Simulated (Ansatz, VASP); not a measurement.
**Co, level by level in two programs**

```
CELL_PARAMETERS angstrom
2.48692 0.00000 0.00000
-1.24346 2.15374 0.00000
0.00000 0.00000 8.14180
ATOMIC_POSITIONS crystal
Co 0.66667 0.33333 0.75000
Co 0.00000 0.00000 0.50000
Co 0.33333 0.66667 0.25000
Co 0.00000 0.00000 0.00000
```

Single points on this cell with VASP 6.6.1 and Ansatz 0.2.0. Each row is one pair of runs. Alike in all rows: spin: collinear, typed start; k mesh: 12 × 12 × 4; smearing: fermi-dirac, width 0.05 eV; VASP's potentials, cutoff: VASP PAW PBE potentials, release 64 (Co), 520 eV.

```tsv
level	Ansatz's potentials, cutoff	gap on the k mesh at the Fermi level (eV), VASP	gap on the k mesh at the Fermi level (eV), Ansatz	pressure (GPa), VASP	pressure (GPa), Ansatz	net moment per atom (μB), VASP	net moment per atom (μB), Ansatz
PBEsol+D4	Ansatz PAW, 420 eV	none	none	-13.7	-13.0	1.66	1.67
revPBE+D3(BJ)	Ansatz PAW, 420 eV	none	none	-8.4	-7.7	1.67	1.68
PBE+D4	Ansatz PAW, 420 eV	none	none	-6.3	-5.6	1.66	1.67
RPBE	Ansatz PAW, 420 eV	?	none	?	6.1	?	1.68
r2SCAN	Ansatz PAW, 500 eV	none	none	-4.6	-4.7	1.77	1.77
```

Q: Fill in what VASP gave in row 4.

A: gap on the k mesh at the Fermi level (eV): none; pressure (GPa): 5.5; net moment per atom (μB): 1.67.

VASP's potentials hold 36 valence electrons a cell and Ansatz's 68, so a difference there can come from the potentials and not from the codes.

A gap of «none» marks a metal or a gap that the smearing closes.

Noted on Ansatz's runs: the magnetic or orbital state may not be the lowest.
